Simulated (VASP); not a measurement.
Write the native input for VASP 6.6.1 that does the following.

```yaml
Task: single point
Functional: RPBE
Potentials_or_basis: VASP PAW PBE potentials, release 64 (Pd)
Cutoff: 520 eV
k_mesh: 16 × 16 × 16
Occupations: fermi-dirac, width 0.1 eV
Spin: no spin polarisation
Dipole_correction: no
Further_INCAR_settings: ALGO = Normal; EDIFF = 1e-06; NBANDS = 11
```

The structure of Pd lies in POSCAR:

```
Pd
1.0
   -1.5192178917      1.5192178917      1.5192178917
    1.5192178917     -1.5192178917      1.5192178917
    1.5192178917      1.5192178917     -1.5192178917
Pd
1
Direct
    0.0000000000      0.0000000000      0.0000000000
```

This cell differs from its parent crystal: volume scaled by 0.88.

These files were run (other wordings do the same):

INCAR

```
PREC = Accurate
ENCUT = 520
EDIFF = 1E-6
ISMEAR = -1
SIGMA = 0.1
LREAL = F
LASPH = T
NELM = 100
ALGO = Normal
ISIF = 2
LWAVE = F
LCHARG = T
GGA = RP
LELF = T
LVHAR = T
NBANDS = 11
```

KPOINTS

```
regular mesh
0
Gamma
  16 16 16
```

Potentials or basis: VASP PAW PBE potentials, release 64 (Pd).

Launch:

```console
$ cat potpaw_PBE.64/Pd/POTCAR > POTCAR
$ mpirun -np 1 vasp_std > vasp.out
```

It gave:

```json
{"Pressure": "25.5 GPa", "Band gap on the k mesh": "zero (band 5 reaches 11.43 eV, above the bottom of band 6 at 9.59 eV)"}
```

Caveat: the PAW data sets were made with another functional, which shifts forces and pressure a little.

Run time: 50 s on 1 thread of AMD EPYC 7R13 (shared host), peak memory 0.11 GiB.
